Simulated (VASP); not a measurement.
# ZnO (base) (P6_3mc) in VASP: a series of runs, part 2 of 2

VASP 6.6.1. The steps go on from the part before.

**5. Relaxation of cell and atoms, PBEsol**

INCAR reads:

```
SYSTEM = ZnO
ALGO     = Normal         ! electronic algorithm
EDIFF    = 1E-7           ! SCF threshold, eV
EDIFFG   = -0.002         ! ionic threshold
ENCUT    = 600            ! plane-wave cutoff, eV
GGA      = PS             ! functional
GGA_COMPAT= .False.      
IBRION   = 2              ! ionic algorithm
ISIF     = 3              ! what is computed and relaxed
ISMEAR   = 0              ! smearing method
LASPH    = .True.         ! aspherical terms in the spheres
LCHARG   = .False.        ! write CHGCAR
LREAL    = .False.        ! projectors in reciprocal space
LWAVE    = .False.        ! write WAVECAR
NELM     = 120            ! most SCF steps
NELMIN   = 4            
NSW      = 100            ! ionic steps
PREC     = Accurate       ! precision mode
SIGMA    = 0.02           ! smearing width, eV
```

KPOINTS reads:

```
k-points
0
Gamma
  9 9 6
  0 0 0
```

POSCAR reads:

```
ZnO
1.0
    3.2373510200      0.0000000000      0.0000000000
   -1.6186755100      2.8036282300      0.0000000000
    0.0000000000      0.0000000000      5.2220613000
Zn O
2 2
Direct
    0.6666666700      0.3333333300      0.5005917000
    0.3333333300      0.6666666700      0.0005917000
    0.6666666700      0.3333333300      0.8797183000
    0.3333333300      0.6666666700      0.3797183000
```

Potentials or basis: VASP PAW PBE potentials, release 64 (Zn, O).

Launch:

```sh
> cat potpaw_PBE.64/Zn/POTCAR potpaw_PBE.64/O/POTCAR > POTCAR
> mpirun -np 1 vasp_std > vasp.out
```

OUTCAR:

```text
SYSTEM = ZnO
   EDIFF = 1E-7
   EDIFFG = -0.002
   ENCUT = 600
   GGA = PS
   IBRION = 2
   ISIF = 3
   ISMEAR = 0
   LASPH = .True.
   LREAL = .False.
   NELM = 120
   NELMIN = 4
   NSW = 100
   PREC = Accurate

 ion  position               nearest neighbor table
   1  0.667  0.333  0.501-   4 1.97   4 1.97   4 1.97   3 1.98
   2  0.333  0.667  0.001-   3 1.97   3 1.97   3 1.97   4 1.98
   3  0.667  0.333  0.880-   2 1.97   2 1.97   2 1.97   1 1.98
   4  0.333  0.667  0.380-   1 1.97   1 1.97   1 1.97   2 1.98

  LATTYP: Found a hexagonal cell.
 ALAT       =     3.2373510200
 C/A-ratio  =     1.6130661358

  Lattice vectors:

 A1 = (   3.2373510200,   0.0000000000,   0.0000000000)
 A2 = (  -1.6186755100,   2.8036282300,   0.0000000000)
 A3 = (   0.0000000000,   0.0000000000,   5.2220613000)

Analysis of symmetry for initial positions (statically):
=====================================================================
 Subroutine PRICEL returns:
 Original cell was already a primitive cell.

 Routine SETGRP: Setting up the symmetry group for a
 hexagonal supercell.

 Subroutine GETGRP returns: Found 12 space group operations
 (whereof  6 operations were pure point group operations)
 out of a pool of 24 trial point group operations.

The static configuration has the point symmetry C_3v.
 The point group associated with its full space group is C_6v.

Analysis of symmetry for dynamics (positions and initial velocities):
=====================================================================
 Subroutine PRICEL returns:
 Original cell was already a primitive cell.

 Routine SETGRP: Setting up the symmetry group for a
 hexagonal supercell.

 Subroutine GETGRP returns: Found 12 space group operations
 (whereof  6 operations were pure point group operations)
 out of a pool of 24 trial point group operations.

The dynamic configuration has the point symmetry C_3v.
 The point group associated with its full space group is C_6v.

 Subroutine INISYM returns: Found 12 space group operations
 (whereof  6 operations are pure point group operations),
 and found     1 'primitive' translations

----------------------------------------------------------------------------------------

                                     Primitive cell

  volume of cell :      47.3971

  direct lattice vectors                    reciprocal lattice vectors
     3.237351020  0.000000000  0.000000000     0.308894523  0.178340336  0.000000000
    -1.618675510  2.803628230  0.000000000     0.000000000  0.356680672  0.000000000
     0.000000000  0.000000000  5.222061300     0.000000000  0.000000000  0.191495263

  length of vectors
     3.237351020  3.237351025  5.222061300     0.356680672  0.356680672  0.191495263

  position of ions in fractional coordinates (direct lattice)
     0.666666670  0.333333330  0.500591700
     0.333333330  0.666666670  0.000591700
     0.666666670  0.333333330  0.879718300
     0.333333330  0.666666670  0.379718300

  ion indices of the primitive-cell ions
   primitive index   ion index
                 1           1
                 2           2
                 3           3
                 4           4

[... 52 lines left out ...]
 [... further k-points ...]
   k-points           NKPTS =     48   k-points in BZ     NKDIM =     48   number of bands    NBANDS=     22
   number of dos      NEDOS =    301   number of ions     NIONS =      4
   total plane-waves  NPLWV =  32928
   dimension x,y,z NGX =    28 NGY =   28 NGZ =   42
   dimension x,y,z NGXF=    56 NGYF=   56 NGZF=   84
   ions per type =               2   2
   NGX,Y,Z   is equivalent  to a cutoff of  14.38, 14.38, 13.37 a.u.
   NGXF,Y,Z  is equivalent  to a cutoff of  28.76, 28.76, 26.74 a.u.
 SYSTEM =  ZnO
   PREC   = accura    normal or accurate (medium, high low for compatibility)
   ISTART =      0    job   : 0-new  1-cont  2-samecut
   ICHARG =      2    charge: 1-file 2-atom 10-const
   ISPIN  =      1    spin polarized calculation?
   LNONCOLLINEAR =      F non collinear calculations
   LSORBIT =      F    spin-orbit coupling
   LASPH  =      T    aspherical Exc in radial PAW
   ENCUT  =  600.0 eV  44.10 Ry    6.64 a.u.   6.47  6.47 10.43*2*pi/ulx,y,z
   NELM   =    120;   NELMIN=  4; NELMDL= -5     # of ELM steps
   EDIFF  = 0.1E-06   stopping-criterion for ELM
   LREAL  =      F    real-space projection
   EDIFFG = -.2E-02   stopping-criterion for IOM
   NSW    =    100    number of steps for IOM
   IBRION =      2    ionic relax: 0-MD 1-quasi-New 2-CG
   NFREE  =      1    steps in history (QN), initial steepest desc. (CG)
   ISIF   =      3    stress and relaxation
   ISYM   =      2    0-nonsym 1-usesym 2-fastsym
   POTIM  = 0.5000    time-step for ionic-motion
   TEBEG  =    0.0;   TEEND  =   0.0 temperature during run
   PSTRESS=    0.0 pullay stress
   NELECT =      36.0000    total number of electrons
   NUPDOWN=      -1.0000    fix difference up-down
   EMIN   =  10.00;   EMAX   =-10.00  energy-range for DOS
   EFERMI =   0.00;   METHOD = LEGACY
   ISMEAR =     0;   SIGMA  =   0.02  broadening in eV -4-tet -1-fermi 0-gaus
   EFERMI_NEDOS =   21; number of points for ismear=-14 and -15
   IALGO  =     38    algorithm
   IMIX   =      4    mixing-type and parameters
     AMIX     =   0.40;   BMIX     =  1.00
     AMIX_MAG =   1.60;   BMIX_MAG =  1.00
  volume/ion in A,a.u.               =      11.85        79.96
  Fermi-wavevector in a.u.,A,eV,Ry     =   1.493682  2.822650 30.355784  2.231087
  Thomas-Fermi vector in A             =   2.606052
   LORBIT       =      0    0 simple, 1 ext, 2 COOP (PROOUT), +10 PAW based schemes
   GGA     = PS    functional components
   LHFCALC =     F    Hartree Fock is set to
   AEXX    =    0.0000 exact exchange contribution
   IVDW    =     0    specifies the selected vdW correction
   LEPSILON=     F    determine dielectric tensor
   LRPA    =     F    only Hartree local field effects (RPA)
 conjugate gradient relaxation of ions
 non-spin polarized calculation
 Gauss-broadening in eV      SIGMA  =   0.02
  energy-cutoff  :      600.00
  volume of cell :       47.40
 maximum number of plane-waves:      1605
 NGX is ok and might be reduce to    28
   NGX = 13   NGY = 13   NGZ = 21

--------------------------------------- Ionic step        1  -------------------------------------------

 number of electron      36.0000008 magnetization

 Free energy of the ion-electron system (eV)
  ---------------------------------------------------
  ext. energy  EPLUGINS =         0.00000000
  ---------------------------------------------------
  free energy    TOTEN  =       -19.41526951 eV

  energy without entropy =      -19.41526951  energy(sigma->0) =      -19.41526951

------------------------ aborting loop because EDIFF is reached ----------------------------------------

  FORCE on cell =-STRESS in cart. coord.  units (eV):
  Direction    XX          YY          ZZ          XY          YZ          ZX
  --------------------------------------------------------------------------------------
  -------------------------------------------------------------------------------------
  Total       -0.0225042     -0.0225042      0.0065548      0.0000000      0.0000000      0.0000000
  in kB       -0.7607136     -0.7607136      0.2215724      0.0000000      0.0000000      0.0000000
  external PRESSURE =      -0.4332850 kB  Pullay stress =       0.0000000 kB
[... 139 lines left out ...]
--------------------------------------- Ionic step        5  -------------------------------------------

 number of electron      36.0000008 magnetization

 Free energy of the ion-electron system (eV)
  ---------------------------------------------------
  ext. energy  EPLUGINS =         0.00000000
  ---------------------------------------------------
  free energy    TOTEN  =       -19.41528241 eV

  energy without entropy =      -19.41528241  energy(sigma->0) =      -19.41528241

 E-fermi :   1.1917     XC(G=0): -11.2109

 val. band max:        1.0944368532   @ k =   0.0000   0.0000   0.0000
 cond. band min:       1.7771144267   @ k =   0.0000   0.0000   0.0000
 fundamental gap:      0.6826775734
 Fermi energy:         1.1916711801

 k-point     1 :       0.0000    0.0000    0.0000
  band No.  band energies     occupation
      1     -16.9897      2.00000
      2     -16.2432      2.00000
      3      -4.6716      2.00000
      4      -4.6456      2.00000
      5      -4.6456      2.00000
      6      -4.6039      2.00000
[... 589 lines left out ...]
     21       8.7787      0.00000
     22       9.0975      0.00000

 [... further k-points ...]

------------------------ aborting loop because EDIFF is reached ----------------------------------------

  FORCE on cell =-STRESS in cart. coord.  units (eV):
  Direction    XX          YY          ZZ          XY          YZ          ZX
  --------------------------------------------------------------------------------------
  -------------------------------------------------------------------------------------
  Total       -0.0026873     -0.0026873      0.0015821      0.0000000     -0.0000000      0.0000000
  in kB       -0.0908791     -0.0908791      0.0535029      0.0000000     -0.0000000      0.0000000
  external PRESSURE =      -0.0427518 kB  Pullay stress =       0.0000000 kB
[... 19 lines left out ...]
  FREE ENERGIE OF THE ION-ELECTRON SYSTEM (eV)
  ---------------------------------------------------
  free  energy   TOTEN  =       -19.4152824128 eV

  energy  without entropy=      -19.4152824128  energy(sigma->0) =      -19.41528241

 reached required accuracy - stopping structural energy minimisation
```

It took 3.9 min on 1 thread of AMD EPYC 7R13, shared host; peak memory 0.18 GiB.

What came out:

* Free energy: -19.4153 eV
* Relaxed volume: 11.84 Å³/atom
* Relaxed cell: a = 3.236 Å, b = 3.236 Å, c = 5.224 Å, α = 90.00°, β = 90.00°, γ = 120.00°
* Space group after relaxing (to 0.05 Å): P6_3mc (No. 186)
* Energy gained by relaxing: 0.0 meV/atom
* Ionic steps: 5
* Pressure after relaxing: 0.0 GPa
* Band gap on the k mesh: 0.68 eV, direct

Final structure:
```
Zn O
1.0
     3.23594    0.00000    0.00000
    -1.61797    2.80241    0.00000
     0.00000    0.00000    5.22434
Zn O
2 2
Direct
  0.66667 0.33333 0.50071
  0.33333 0.66667 0.00071
  0.66667 0.33333 0.87960
  0.33333 0.66667 0.37960
```

Caveat: the PAW data sets were made with another functional, which shifts forces and pressure a little.

**6. Summary**

```csv
task,cell,k mesh,smearing,gap on the mesh (eV),pressure (GPa)
single point,"a = 3.237, b = 3.237, c = 5.222 Å, angles 90.0, 90.0, 120.0°, 4 atoms",6 × 6 × 4,gaussian 0.1 eV,0.68,-0.3
single point,"a = 3.230, b = 3.230, c = 5.214 Å, angles 90.0, 90.0, 120.0°, 4 atoms",9 × 9 × 6,gaussian 0.02 eV,0.69,0.5
relaxation of cell and atoms,"relaxed from a = 3.237, b = 3.237, c = 5.222 Å, angles 90.0, 90.0, 120.0°, 4 atoms",9 × 9 × 6,gaussian 0.02 eV,0.68,0.0
```

Alike in all rows: level PBEsol; potentials or basis VASP PAW PBE potentials, release 64 (Zn, O); no spin polarisation; cutoff (eV) 600.

Caveats: the PAW data sets were made with another functional, which shifts forces and pressure a little.

Total energies depend on the potentials used, so only differences within one code and one set of settings carry meaning.
